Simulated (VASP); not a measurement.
# HfB2 (Fd-3m) in VASP: notebook

Runs on HfB2. Level: PBE. Tasks: single point, relaxation of cell and atoms.

Everything below comes from runs of VASP 6.6.1. Logs are shortened: lines on timing, memory, paths and dates and some standing lists are left out, and cuts for length are marked.

**1. The cell of the first run**

It takes space group Fd-3m (No. 227, cubic). The conventional cell has a = 7.689 Å, b = 7.689 Å, c = 7.689 Å, α = 90.00°, β = 90.00°, γ = 90.00°. Within 2.2 Å of Hf (site symmetry -43m) lie 4 B at 1.66 Å. B (site symmetry -3m) has 2 Hf at 1.66 Å within 2.2 Å.

The cell was generated, and may not be a known phase.

**2. Single point, PBE**

INCAR reads:

```
ALGO     = Normal         # electronic algorithm
EDIFF    = 1E-6           # SCF threshold, eV
ENCUT    = 520            # plane-wave cutoff, eV
GGA      = PE             # functional
ISIF     = 2              # what is computed and relaxed
ISMEAR   = 0              # smearing method
LASPH    = T              # aspherical terms in the spheres
LCHARG   = F              # write CHGCAR
LREAL    = F              # projectors in reciprocal space
LWAVE    = F              # write WAVECAR
NBANDS   = 25             # bands
NELM     = 100            # most SCF steps
PREC     = Accurate       # precision mode
SIGMA    = 0.1            # smearing width, eV
```

KPOINTS reads:

```
k-points
0
Gamma
  4 4 4
```

POSCAR reads:

```
HfB2
1.0
    0.0000000000      3.8445464500      3.8445464500
    3.8445464500      0.0000000000      3.8445464500
    3.8445464500      3.8445464500      0.0000000000
Hf B
2 4
Direct
    0.0000000000      0.0000000000      0.0000000000
    0.2500000000      0.2500000000      0.2500000000
    0.1250000000      0.1250000000      0.1250000000
    0.1250000000      0.1250000000      0.6250000000
    0.1250000000      0.6250000000      0.1250000000
    0.6250000000      0.1250000000      0.1250000000
```

Potentials or basis: VASP PAW PBE potentials, release 64 (Hf_pv, B).

Started as:

```sh
$ cat potpaw_PBE.64/Hf_pv/POTCAR potpaw_PBE.64/B/POTCAR > POTCAR
$ mpirun -np 1 vasp_std > vasp.out
```

OUTCAR:

```text
EDIFF = 1E-6
   ENCUT = 520
   GGA = PE
   ISIF = 2
   ISMEAR = 0
   LASPH = T
   LREAL = F
   NELM = 100
   PREC = Accurate

 ion  position               nearest neighbor table
   1  0.000  0.000  0.000-   3 1.66   4 1.66   5 1.66   6 1.66   2 3.33   2 3.33   2 3.33   2 3.33

   2  0.250  0.250  0.250-   3 1.66   4 1.66   5 1.66   6 1.66   1 3.33   1 3.33   1 3.33   1 3.33

   3  0.125  0.125  0.125-   1 1.66   2 1.66
   4  0.125  0.125  0.625-   1 1.66   2 1.66
   5  0.125  0.625  0.125-   1 1.66   2 1.66
   6  0.625  0.125  0.125-   1 1.66   2 1.66

  LATTYP: Found a face centered cubic cell.
 ALAT       =     7.6890929000

  Lattice vectors:

 A1 = (   0.0000000000,   3.8445464500,   3.8445464500)
 A2 = (   3.8445464500,   0.0000000000,   3.8445464500)
 A3 = (   3.8445464500,   3.8445464500,   0.0000000000)

Analysis of symmetry for initial positions (statically):
=====================================================================
 Subroutine PRICEL returns:
 Original cell was already a primitive cell.

 Routine SETGRP: Setting up the symmetry group for a
 face centered cubic supercell.

 Subroutine GETGRP returns: Found 48 space group operations
 (whereof 24 operations were pure point group operations)
 out of a pool of 48 trial point group operations.

The static configuration has the point symmetry T_d .
 The point group associated with its full space group is O_h .

Analysis of symmetry for dynamics (positions and initial velocities):
=====================================================================
 Subroutine PRICEL returns:
 Original cell was already a primitive cell.

 Routine SETGRP: Setting up the symmetry group for a
 face centered cubic supercell.

 Subroutine GETGRP returns: Found 48 space group operations
 (whereof 24 operations were pure point group operations)
 out of a pool of 48 trial point group operations.

The dynamic configuration has the point symmetry T_d .
 The point group associated with its full space group is O_h .

 Subroutine INISYM returns: Found 48 space group operations
 (whereof 24 operations are pure point group operations),
 and found     1 'primitive' translations

----------------------------------------------------------------------------------------

                                     Primitive cell

  volume of cell :     113.6489

  direct lattice vectors                    reciprocal lattice vectors
     0.000000000  3.844546450  3.844546450    -0.130054353  0.130054353  0.130054353
     3.844546450  0.000000000  3.844546450     0.130054353 -0.130054353  0.130054353
     3.844546450  3.844546450  0.000000000     0.130054353  0.130054353 -0.130054353

  length of vectors
     5.437009731  5.437009731  5.437009731     0.225260747  0.225260747  0.225260747

  position of ions in fractional coordinates (direct lattice)
     0.000000000  0.000000000  0.000000000
     0.250000000  0.250000000  0.250000000
     0.125000000  0.125000000  0.125000000
     0.125000000  0.125000000  0.625000000
     0.125000000  0.625000000  0.125000000
     0.625000000  0.125000000  0.125000000

  ion indices of the primitive-cell ions
   primitive index   ion index
                 1           1
                 2           2
                 3           3
                 4           4
                 5           5
                 6           6

----------------------------------------------------------------------------------------

 KPOINTS: k-points

Automatic generation of k-mesh.
 Grid dimensions read from file:
 generate k-points for:    4    4    4

 Generating k-lattice:

  Cartesian coordinates                     Fractional coordinates (reciprocal lattice)
    -0.032513588  0.032513588  0.032513588     0.250000000  0.000000000  0.000000000
     0.032513588 -0.032513588  0.032513588     0.000000000  0.250000000  0.000000000
     0.032513588  0.032513588 -0.032513588     0.000000000  0.000000000  0.250000000

  Length of vectors
     0.056315187  0.056315187  0.056315187

  Shift w.r.t. Gamma in fractional coordinates (k-lattice)
     0.000000000  0.000000000  0.000000000

 Subroutine IBZKPT returns following result:
 ===========================================

 Found      8 irreducible k-points:

 Following reciprocal coordinates:
            Coordinates               Weight
  0.000000  0.000000  0.000000      1.000000
  0.250000  0.000000  0.000000      8.000000
  0.500000  0.000000  0.000000      4.000000
  0.250000  0.250000  0.000000      6.000000
  0.500000  0.250000  0.000000     24.000000
 -0.250000  0.250000  0.000000     12.000000
  0.500000  0.500000  0.000000      3.000000
 -0.250000  0.500000  0.250000      6.000000
   k-points           NKPTS =      8   k-points in BZ     NKDIM =      8   number of bands    NBANDS=     25
   number of dos      NEDOS =    301   number of ions     NIONS =      6
   total plane-waves  NPLWV =  64000
   dimension x,y,z NGX =    40 NGY =   40 NGZ =   40
   dimension x,y,z NGXF=    80 NGYF=   80 NGZF=   80
   ions per type =               2   4
   NGX,Y,Z   is equivalent  to a cutoff of  12.23, 12.23, 12.23 a.u.
   NGXF,Y,Z  is equivalent  to a cutoff of  24.46, 24.46, 24.46 a.u.
 SYSTEM =  unknown system
   PREC   = accura    normal or accurate (medium, high low for compatibility)
   ISTART =      0    job   : 0-new  1-cont  2-samecut
   ICHARG =      2    charge: 1-file 2-atom 10-const
   ISPIN  =      1    spin polarized calculation?
   LNONCOLLINEAR =      F non collinear calculations
   LSORBIT =      F    spin-orbit coupling
   LASPH  =      T    aspherical Exc in radial PAW
   ENCUT  =  520.0 eV  38.22 Ry    6.18 a.u.  10.11 10.11 10.11*2*pi/ulx,y,z
   NELM   =    100;   NELMIN=  2; NELMDL= -5     # of ELM steps
   EDIFF  = 0.1E-05   stopping-criterion for ELM
   LREAL  =      F    real-space projection
   EDIFFG = 0.1E-04   stopping-criterion for IOM
   NSW    =      0    number of steps for IOM
   IBRION =     -1    ionic relax: 0-MD 1-quasi-New 2-CG
   NFREE  =      0    steps in history (QN), initial steepest desc. (CG)
   ISIF   =      2    stress and relaxation
   ISYM   =      2    0-nonsym 1-usesym 2-fastsym
   POTIM  = 0.5000    time-step for ionic-motion
   TEBEG  =    0.0;   TEEND  =   0.0 temperature during run
   PSTRESS=    0.0 pullay stress
   NELECT =      32.0000    total number of electrons
   NUPDOWN=      -1.0000    fix difference up-down
   EMIN   =  10.00;   EMAX   =-10.00  energy-range for DOS
   EFERMI =   0.00;   METHOD = LEGACY
   ISMEAR =     0;   SIGMA  =   0.10  broadening in eV -4-tet -1-fermi 0-gaus
   EFERMI_NEDOS =   21; number of points for ismear=-14 and -15
   IALGO  =     38    algorithm
   IMIX   =      4    mixing-type and parameters
     AMIX     =   0.40;   BMIX     =  1.00
     AMIX_MAG =   1.60;   BMIX_MAG =  1.00
  volume/ion in A,a.u.               =      18.94       127.82
  Fermi-wavevector in a.u.,A,eV,Ry     =   1.073008  2.027692 15.665022  1.151347
  Thomas-Fermi vector in A             =   2.208795
   LORBIT       =      0    0 simple, 1 ext, 2 COOP (PROOUT), +10 PAW based schemes
   GGA     = PE    functional components
   LHFCALC =     F    Hartree Fock is set to
   AEXX    =    0.0000 exact exchange contribution
   IVDW    =     0    specifies the selected vdW correction
   LEPSILON=     F    determine dielectric tensor
   LRPA    =     F    only Hartree local field effects (RPA)
 non-spin polarized calculation
 Gauss-broadening in eV      SIGMA  =   0.10
  energy-cutoff  :      520.00
  volume of cell :      113.65
 maximum number of plane-waves:      3119
   NGX = 21   NGY = 21   NGZ = 21

 number of electron      32.0000006 magnetization

 Free energy of the ion-electron system (eV)
  ---------------------------------------------------
  ext. energy  EPLUGINS =         0.00000000
  ---------------------------------------------------
  free energy    TOTEN  =        -6.63538978 eV

  energy without entropy =       -6.61228450  energy(sigma->0) =       -6.62383714

 E-fermi :  -0.3836     XC(G=0):  -8.1784

 val. band max:       -0.4101972343   @ k =   0.5000   0.5000   0.0000
 cond. band min:      -0.3725528465   @ k =  -0.2500   0.5000   0.2500
 fundamental gap:      0.0376443878
 Fermi energy:        -0.3835560489

 k-point     1 :       0.0000    0.0000    0.0000
  band No.  band energies     occupation
      1     -29.7250      2.00000
      2     -29.7250      2.00000
      3     -29.7250      2.00000
      4     -29.6126      2.00000
      5     -29.6126      2.00000
      6     -29.6126      2.00000
[... 17 lines left out ...]
     24       3.9526      0.00000
     25       6.1963      0.00000

 k-point     2 :       0.2500    0.0000    0.0000
  band No.  band energies     occupation
      1     -29.7138      2.00000
      2     -29.7138      2.00000
      3     -29.7133      2.00000
      4     -29.6259      2.00000
      5     -29.6242      2.00000
      6     -29.6242      2.00000
[... 17 lines left out ...]
     24       4.7959      0.00000
     25       7.2018      0.00000

 k-point     3 :       0.5000    0.0000    0.0000
  band No.  band energies     occupation
      1     -29.6985      2.00000
      2     -29.6985      2.00000
      3     -29.6962      2.00000
      4     -29.6446      2.00000
      5     -29.6400      2.00000
      6     -29.6400      2.00000
[... 17 lines left out ...]
     24       4.8398      0.00000
     25       7.2036      0.00000

 k-point     4 :       0.2500    0.2500    0.0000
  band No.  band energies     occupation
      1     -29.7094      2.00000
      2     -29.7090      2.00000
      3     -29.7090      2.00000
      4     -29.6298      2.00000
      5     -29.6295      2.00000
      6     -29.6295      2.00000
[... 17 lines left out ...]
     24       6.2246      0.00000
     25       7.3385      0.00000

 k-point     5 :       0.5000    0.2500    0.0000
  band No.  band energies     occupation
      1     -29.6904      2.00000
      2     -29.6902      2.00000
      3     -29.6885      2.00000
      4     -29.6519      2.00000
      5     -29.6490      2.00000
      6     -29.6487      2.00000
[... 17 lines left out ...]
     24       6.9790      0.00000
     25       7.9000      0.00000

 k-point     6 :      -0.2500    0.2500    0.0000
  band No.  band energies     occupation
      1     -29.6985      2.00000
      2     -29.6978      2.00000
      3     -29.6970      2.00000
      4     -29.6430      2.00000
      5     -29.6415      2.00000
      6     -29.6400      2.00000
[... 17 lines left out ...]
     24       7.2909      0.00000
     25       7.5181      0.00000

 k-point     7 :       0.5000    0.5000    0.0000
  band No.  band energies     occupation
      1     -29.6720      2.00000
      2     -29.6720      2.00000
      3     -29.6704      2.00000
      4     -29.6704      2.00000
      5     -29.6674      2.00000
      6     -29.6674      2.00000
[... 17 lines left out ...]
     24       5.7695      0.00000
     25       9.6035      0.00000

 k-point     8 :      -0.2500    0.5000    0.2500
  band No.  band energies     occupation
      1     -29.6722      2.00000
      2     -29.6722      2.00000
      3     -29.6700      2.00000
      4     -29.6700      2.00000
      5     -29.6676      2.00000
      6     -29.6676      2.00000
[... 17 lines left out ...]
     24       6.9640      0.00000
     25       9.0426      0.00000

------------------------ aborting loop because EDIFF is reached ----------------------------------------

  FORCE on cell =-STRESS in cart. coord.  units (eV):
  Direction    XX          YY          ZZ          XY          YZ          ZX
  --------------------------------------------------------------------------------------
  -------------------------------------------------------------------------------------
  Total       57.1290397     57.1290397     57.1290397      0.0000000      0.0000000     -0.0000000
  in kB      805.3824715    805.3824715    805.3824715      0.0000000      0.0000000     -0.0000000
  external PRESSURE =     805.3824715 kB  Pullay stress =       0.0000000 kB

 VOLUME and BASIS-vectors are now :
 -----------------------------------------------------------------------------
  energy-cutoff  :      520.00
  volume of cell :      113.65
      direct lattice vectors                 reciprocal lattice vectors
     0.000000000  3.844546450  3.844546450    -0.130054353  0.130054353  0.130054353
     3.844546450  0.000000000  3.844546450     0.130054353 -0.130054353  0.130054353
     3.844546450  3.844546450  0.000000000     0.130054353  0.130054353 -0.130054353

 POSITION                                       TOTAL-FORCE (eV/Angst)
 -----------------------------------------------------------------------------------
      0.00000      0.00000      0.00000        -0.000000     -0.000000      0.000000
      1.92227      1.92227      1.92227         0.000000      0.000000     -0.000000
      0.96114      0.96114      0.96114        -0.000000     -0.000000      0.000000
      2.88341      2.88341      0.96114         0.000000     -0.000000      0.000000
      2.88341      0.96114      2.88341        -0.000000     -0.000000      0.000000
      0.96114      2.88341      2.88341         0.000000     -0.000000      0.000000
 -----------------------------------------------------------------------------------
    total drift:                               -0.000000     -0.000000      0.000000

  FREE ENERGIE OF THE ION-ELECTRON SYSTEM (eV)
  ---------------------------------------------------
  free  energy   TOTEN  =        -6.6353897813 eV

  energy  without entropy=       -6.6122845006  energy(sigma->0) =       -6.62383714
```

Run time: 37 s. Hardware: 1 thread of Intel Xeon 8259CL, shared host; peak memory 0.24 GiB.

Results:

* Free energy: -6.6354 eV
* Pressure: 80.5 GPa
* Band gap on the k mesh: zero (bands 16 and 17 overlap by 1.91 eV)

Levels at points of the mesh, in eV from the Fermi level:
| k point | band 13 | band 14 | band 15 | band 16 | band 17 | band 18 | band 19 | band 20 |
| --- | --- | --- | --- | --- | --- | --- | --- | --- |
| (0.00, 0.00, 0.00) | -2.38 | -2.38 | -2.38 | 1.29 | 3.85 | 3.85 | 4.22 | 4.22 |
| (0.50, 0.00, 0.00) | -2.14 | -0.68 | -0.68 | -0.62 | -0.62 | 0.38 | 2.52 | 4.37 |
| (0.50, 0.50, 0.00) | -1.29 | -1.29 | -0.46 | -0.46 | -0.03 | -0.03 | 1.34 | 1.34 |

Caveat: the cell stands under pressure; spin-orbit coupling is left out, which moves the levels of the heavy elements.

(Part 1 of 2 ends here.)

The gap in the log of VASP goes by the Fermi energy; the results here count the filled bands.